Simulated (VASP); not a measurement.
# TiB2 (Fm-3m) in VASP: notebook, part 2 of 3

VASP 6.6.1. Earlier steps stand in the parts before.

**3. Single point, PBEsol**

This run uses another cell than the first one, of 9.29 Å³/atom.

INCAR

```
ALGO = Normal
EDIFF = 1E-6
ENCUT = 500
GGA = PS
GGA_COMPAT = False
ISIF = 2
ISMEAR = -1
LASPH = True
LCHARG = False
LREAL = False
LWAVE = False
NBANDS = 16
NELM = 120
PREC = Accurate
SIGMA = 0.05
```

KPOINTS

```
k-points
0
Gamma
  9 9 9
```

POSCAR

```
TiB2
1.0
    0.0000000000      2.4065171844      2.4065171844
    2.4065171844      0.0000000000      2.4065171844
    2.4065171844      2.4065171844      0.0000000000
Ti B
1 2
Direct
    0.0000000000      0.0000000000      0.0000000000
    0.2500000000      0.2500000000      0.2500000000
    0.7500000000      0.7500000000      0.7500000000
```

Potentials or basis: VASP PAW PBE potentials, release 64 (Ti_sv, B).

On the command line:

```bash
$ cat potpaw_PBE.64/Ti_sv/POTCAR potpaw_PBE.64/B/POTCAR > POTCAR
$ mpirun -np 1 vasp_std > vasp.out
```

OUTCAR:

```text
EDIFF = 1E-6
   ENCUT = 500
   GGA = PS
   ISIF = 2
   ISMEAR = -1
   LASPH = True
   LREAL = False
   NELM = 120
   PREC = Accurate

 ion  position               nearest neighbor table
   1  0.000  0.000  0.000-   3 2.08   3 2.08   3 2.08   2 2.08   3 2.08   2 2.08   2 2.08   2 2.08

   2  0.250  0.250  0.250-   1 2.08   1 2.08   1 2.08   1 2.08
   3  0.750  0.750  0.750-   1 2.08   1 2.08   1 2.08   1 2.08

  LATTYP: Found a face centered cubic cell.
 ALAT       =     4.8130343688

  Lattice vectors:

 A1 = (   0.0000000000,   2.4065171844,   2.4065171844)
 A2 = (   2.4065171844,   0.0000000000,   2.4065171844)
 A3 = (   2.4065171844,   2.4065171844,   0.0000000000)

Analysis of symmetry for initial positions (statically):
=====================================================================
 Subroutine PRICEL returns:
 Original cell was already a primitive cell.

 Routine SETGRP: Setting up the symmetry group for a
 face centered cubic supercell.

 Subroutine GETGRP returns: Found 48 space group operations
 (whereof 48 operations were pure point group operations)
 out of a pool of 48 trial point group operations.
[... 166 lines left out ...]

 val. band max:        8.2317728123   @ k =  -0.3333   0.3333   0.1111
 cond. band min:       8.3555584722   @ k =  -0.3333   0.4444   0.2222
 fundamental gap:      0.1237856599
 Fermi energy:         8.2836570175

 k-point     1 :       0.0000    0.0000    0.0000
  band No.  band energies     occupation
      1     -47.5074      2.00000
      2     -23.9294      2.00000
      3     -23.9294      2.00000
      4     -23.9294      2.00000
      5      -3.2200      2.00000
      6       4.3240      2.00000
[... 433 lines left out ...]
      3     -24.0278      2.00000
      4     -24.0278      2.00000
      5       1.1223      2.00000
      6       2.5849      2.00000
[... 8 lines left out ...]
     15      17.3782      0.00000
     16      18.5634      0.00000

 [... further k-points ...]

------------------------ aborting loop because EDIFF is reached ----------------------------------------

  FORCE on cell =-STRESS in cart. coord.  units (eV):
  Direction    XX          YY          ZZ          XY          YZ          ZX
  --------------------------------------------------------------------------------------
  -------------------------------------------------------------------------------------
  Total        5.1220222      5.1220222      5.1220222     -0.0000000     -0.0000000      0.0000000
  in kB      294.4117539    294.4117539    294.4117539     -0.0000000     -0.0000000      0.0000000
  external PRESSURE =     294.4117539 kB  Pullay stress =       0.0000000 kB

 VOLUME and BASIS-vectors are now :
 -----------------------------------------------------------------------------
  energy-cutoff  :      500.00
  volume of cell :       27.87
      direct lattice vectors                 reciprocal lattice vectors
     0.000000000  2.406517184  2.406517184    -0.207769138  0.207769138  0.207769138
     2.406517184  0.000000000  2.406517184     0.207769138 -0.207769138  0.207769138
     2.406517184  2.406517184  0.000000000     0.207769138  0.207769138 -0.207769138

 POSITION                                       TOTAL-FORCE (eV/Angst)
 -----------------------------------------------------------------------------------
      0.00000      0.00000      0.00000         0.000000      0.000000     -0.000000
      1.20326      1.20326      1.20326         0.000000      0.000000      0.000000
      3.60978      3.60978      3.60978        -0.000000     -0.000000     -0.000000
 -----------------------------------------------------------------------------------
    total drift:                               -0.000000     -0.000000      0.000000

  FREE ENERGIE OF THE ION-ELECTRON SYSTEM (eV)
  ---------------------------------------------------
  free  energy   TOTEN  =       -20.1565922214 eV

  energy  without entropy=      -20.1482926830  energy(sigma->0) =      -20.15244245
```

OSZICAR:

```text
N       E                     dE             d eps       ncg     rms          rms(c)
DAV:   1     0.126864008825E+03    0.12686E+03   -0.87712E+03  1120   0.121E+03
DAV:   2    -0.149043873174E+02   -0.14177E+03   -0.13622E+03  1224   0.329E+02
DAV:   3    -0.223507749857E+02   -0.74464E+01   -0.73279E+01  1648   0.717E+01
DAV:   4    -0.225463167827E+02   -0.19554E+00   -0.19538E+00  1296   0.108E+01
DAV:   5    -0.225543298394E+02   -0.80131E-02   -0.80128E-02  1592   0.163E+00    0.210E+01
DAV:   6    -0.201036247234E+02    0.24507E+01   -0.11986E+01  1464   0.399E+01    0.557E+00
DAV:   7    -0.201246187825E+02   -0.20994E-01   -0.75360E-01  1344   0.100E+01    0.479E+00
DAV:   8    -0.201636722642E+02   -0.39053E-01   -0.19703E-01  1480   0.310E+00    0.118E+00
DAV:   9    -0.201566428878E+02    0.70294E-02   -0.35606E-02  1432   0.188E+00    0.142E-01
DAV:  10    -0.201566646643E+02   -0.21777E-04   -0.10530E-03  1176   0.310E-01    0.810E-02
DAV:  11    -0.201566911392E+02   -0.26475E-04   -0.14947E-03  1384   0.517E-01    0.108E-01
DAV:  12    -0.201565940255E+02    0.97114E-04   -0.32191E-04  1408   0.209E-01    0.280E-02
DAV:  13    -0.201565921451E+02    0.18803E-05   -0.40748E-05  1512   0.655E-02    0.997E-03
DAV:  14    -0.201565922214E+02   -0.76261E-07   -0.20210E-06   984   0.168E-02
   1 F= -.20156592E+02 E0= -.20152442E+02  d E =-.829954E-02
```

stdout:

```text
POSCAR found type information on POSCAR TiB
 POSCAR found :  2 types and       3 ions
 scaLAPACK will be used
 -----------------------------------------------------------------------------
|                                                                             |
|                                                                             |
|     You enforced a specific xc type in the INCAR file but a different       |
|     I HOPE YOU KNOW WHAT YOU ARE DOING!                                     |
|                                                                             |
 -----------------------------------------------------------------------------

 LDA part: xc-table for (Slater+PW92), standard interpolation
 POSCAR, INCAR and KPOINTS ok, starting setup
 FFT: planning ... GRIDC
 FFT: planning ... GRID_SOFT
 FFT: planning ... GRID
 WAVECAR not read
 entering main loop
```

It took 33 s on 1 thread of Intel Xeon Platinum 8375C at 2.90GHz (Ice Lake), shared host; peak memory 0.16 GiB.

Results:

| Property | Result |
| --- | --- |
| Free energy | -20.1566 eV |
| Pressure | 29.4 GPa |
| Band gap on the k mesh | zero (bands 9 and 10 overlap by 1.97 eV) |

Levels at points of the mesh, in eV from the Fermi level:
| k point | band 5 | band 6 | band 7 | band 8 | band 9 | band 10 | band 11 | band 12 | band 13 | band 14 |
| --- | --- | --- | --- | --- | --- | --- | --- | --- | --- | --- |
| (0.00, 0.00, 0.00) | -11.50 | -3.96 | -3.96 | -3.96 | 1.43 | 1.43 | 2.41 | 5.86 | 5.86 | 5.86 |

Caveat: the cell stands under pressure; the PAW data sets were made with another functional, which shifts forces and pressure a little.

(Part 2 of 3 ends here.)
